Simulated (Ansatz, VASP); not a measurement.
**One calculation of Rh, two programs**

INCAR

```
SYSTEM = Rh
ALGO     = Normal         ! electronic algorithm
EDIFF    = 1E-6           ! SCF threshold, eV
ENCUT    = 520            ! plane-wave cutoff, eV
GGA      = CA             ! functional
ISIF     = 2              ! what is computed and relaxed
ISMEAR   = -1             ! smearing method
LASPH    = .TRUE.         ! aspherical terms in the spheres
LCHARG   = .FALSE.        ! write CHGCAR
LREAL    = .FALSE.        ! projectors in reciprocal space
LWAVE    = .FALSE.        ! write WAVECAR
NBANDS   = 22             ! bands
NELM     = 100            ! most SCF steps
PREC     = Accurate       ! precision mode
SIGMA    = 0.1            ! smearing width, eV
```

Contents of KPOINTS:

```
k-points
0
G
  10 10 5
  0 0 0
```

POSCAR

```
Rh
1.0
    2.6170543602      0.0000000000      0.0000000000
   -1.3085271801      2.2664374208      0.0000000000
    0.0000000000      0.0000000000      4.2437509846
Rh
2
Direct
    0.6666666667      0.3333333333      0.7500000000
    0.3333333333      0.6666666667      0.2500000000
```

Input for Ansatz:

```yaml
crystal:
  lattice:
    - [2.6170543602482645, 0.0, 0.0]
    - [-1.3085271801241323, 2.266437420787838, 0.0]
    - [0.0, 0.0, 4.243750984560794]
  atoms:
    - { symbol: Rh, position: [0.6666666666666666, 0.3333333333333333, 0.75] }
    - { symbol: Rh, position: [0.3333333333333333, 0.6666666666666666, 0.25] }
basis:
  ecutwfc: 500.0
kpoints:
  mp_grid:
    grid: [10, 10, 5]
hamiltonian:
  xc: lda
scf:
  occupations:
    method: fermi_dirac
    width: 0.1
output:
  stress: true
```

Alike in both runs: task single point; functional LDA; k mesh 10 × 10 × 5; occupations fermi-dirac, width 0.1 eV; no spin polarisation.

```csv
,VASP,Ansatz
version,VASP 6.6.1,Ansatz 0.2.0
potentials or method,"VASP PAW LDA potentials, release 64 (Rh_pv), cutoff 520 eV","plane waves, PAW"
valence electrons in the cell,30,34
```

```tsv
	VASP	Ansatz	Ansatz less VASP
pressure (GPa)	20.8	19.6	-1.13
traceless stress, the component that is largest in VASP (GPa)	0.36	0.36	-0.003
```

LDA's correlation is that of Perdew and Zunger in VASP and of Perdew and Wang (1992) in Ansatz. VASP's potentials hold 30 valence electrons a cell and Ansatz's 34, so a difference there can come from the potentials and not from the codes. Ansatz's warnings: structure snapped to symmetry.
